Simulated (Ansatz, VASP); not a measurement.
Two plane-wave programs on Cu6H

```xyz
14
Lattice="5.1332 0.0000 0.0000 0.0000 5.1332 0.0000 0.0000 0.0000 21.5289" Properties=species:S:1:pos:R:3 pbc="T T T"
Cu    1.2833    1.2833    4.0000
Cu    1.2833    3.8499    4.0000
Cu    3.8499    1.2833    4.0000
Cu    3.8499    3.8499    4.0000
Cu    0.0000    0.0000    5.7645
Cu    0.0000    2.5666    5.7645
Cu    2.5666    0.0000    5.7645
Cu    2.5666    2.5666    5.7645
Cu    1.2833    1.2833    7.5289
Cu    1.2833    3.8499    7.5289
Cu    3.8499    1.2833    7.5289
Cu    3.8499    3.8499    7.5289
H     0.1658    5.1332    8.2989
H     2.4008    5.1332    8.2989
```

Alike in both runs: task single point; functional PBE; k mesh 5 × 5 × 1; occupations gaussian, width 0.1 eV; no spin polarisation.

|  | VASP | Ansatz |
| --- | --- | --- |
| version | VASP 6.6.1 | Ansatz 0.2.0 |
| potentials or method | VASP PAW PBE potentials, release 64 (Cu, H), cutoff 520 eV | scalar-relativistic, plane waves, PAW |
| valence electrons in the cell | 134 | 230 |

```csv
,VASP,Ansatz,Ansatz less VASP
gap on the k mesh at the Fermi level (eV),none,none,-
rms of the force components (eV/Å),0.255,0.253,-0.0022
"work function, face that differs most (eV)",4.60,4.61,+0.017
```

Atom by atom the forces differ by 0.011 eV/Å (rms over components). A gap of «none» marks a metal or a gap that the smearing closes. The functional is the same, so the differences come from potentials, cutoffs and numerics. VASP's potentials hold 134 valence electrons a cell and Ansatz's 230, so a difference there can come from the potentials and not from the codes.
